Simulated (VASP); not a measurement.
K:

```
K
1.0
    -2.61250    2.61250    2.61250
     2.61250   -2.61250    2.61250
     2.61250    2.61250   -2.61250
K
1
Direct
  0.00000 0.00000 0.00000
```

```yaml
Program: VASP 6.6.1
Task: relaxation of volume and atoms at fixed shape
Functional: r2SCAN
Potentials_or_basis: VASP PAW PBE potentials, release 64 (K_sv)
Cutoff: 600 eV
k_mesh: 13 × 13 × 13
Occupations: fermi-dirac, width 0.02 eV
Spin: no spin polarisation
```

At the start: pressure 0.3 GPa; volume 71.32 Å³/atom.

Problem. How do energy, volume and symmetry change on relaxing?

Solution. Over 3 steps the energy falls by 4.0 meV/atom and the volume is 76.38 Å³/atom (+7.1 %); space group Im-3m (No. 229, to 0.05 Å).

Step by step:
```
step  energy change (eV)  largest force (eV/Å)  pressure (GPa)  volume (Å³)
   1              0.0000                0.0000            0.27        71.32
   2             -0.0018                0.0000            0.25        72.56
   3             -0.0040                0.0000           -0.01        76.38
```

Final structure:
```xyz
1
Lattice="-2.6728 2.6728 2.6728 2.6728 -2.6728 2.6728 2.6728 2.6728 -2.6728" Properties=species:S:1:pos:R:3 pbc="T T T"
K     0.0000    0.0000    0.0000
```

Caveat: the PAW data sets were made with another functional, which shifts forces and pressure a little.
